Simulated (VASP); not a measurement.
## Ni3Ge: single point with PBEsol

Ni3Ge:

```
Ni Ge
1.0
     3.45581    0.00000    0.00000
     0.00000    3.45581    0.00000
     0.00000    0.00000    3.45581
Ni Ge
3 1
Direct
  0.50000 0.00000 0.50000
  0.00000 0.50000 0.50000
  0.50000 0.50000 0.00000
  0.00000 0.00000 0.00000
```

```yaml
Program: VASP 6.6.1
Task: single point
Functional: PBEsol
Potentials_or_basis: VASP PAW PBE potentials, release 64 (Ni, Ge_d)
Cutoff: 520 eV
k_mesh: 12 × 12 × 12
Occupations: gaussian, width 0.1 eV
Spin: no spin polarisation
Dipole_correction: no
Further_INCAR_settings: ALGO = Fast; EDIFF = 1e-06; NBANDS = 30
```

- Pressure: 15.2 GPa
- Band gap on the k mesh: zero (band 22 reaches 11.22 eV, above the bottom of band 23 at 10.96 eV)

Levels at points of the mesh, in eV from the Fermi level:
| k point | band 18 | band 19 | band 20 | band 21 | band 22 | band 23 | band 24 | band 25 | band 26 | band 27 |
| --- | --- | --- | --- | --- | --- | --- | --- | --- | --- | --- |
| (0.00, 0.00, 0.00) | -1.08 | -0.64 | -0.64 | -0.31 | 0.04 | 0.04 | 0.04 | 4.55 | 7.27 | 7.27 |
| (0.50, 0.00, 0.00) | -1.43 | -1.37 | -1.26 | -0.59 | 0.04 | 3.86 | 3.86 | 5.19 | 5.99 | 5.99 |
| (0.50, 0.50, 0.00) | -1.55 | -1.31 | -1.22 | -1.03 | -1.02 | 0.70 | 0.70 | 6.11 | 6.84 | 9.03 |
| (0.50, 0.50, 0.50) | -1.46 | -1.28 | -1.28 | -0.67 | -0.22 | -0.22 | -0.22 | 0.93 | 4.55 | 4.55 |

It took 62 s on 1 thread of Intel(R) Xeon(R) 6975P-C (Granite Rapids), with other jobs on the host, peak memory 0.22 GiB.

Caveat: the PAW data sets were made with another functional, which shifts forces and pressure a little. Spin polarisation is off, so any magnetic state and its effect on volume and gap are missing.
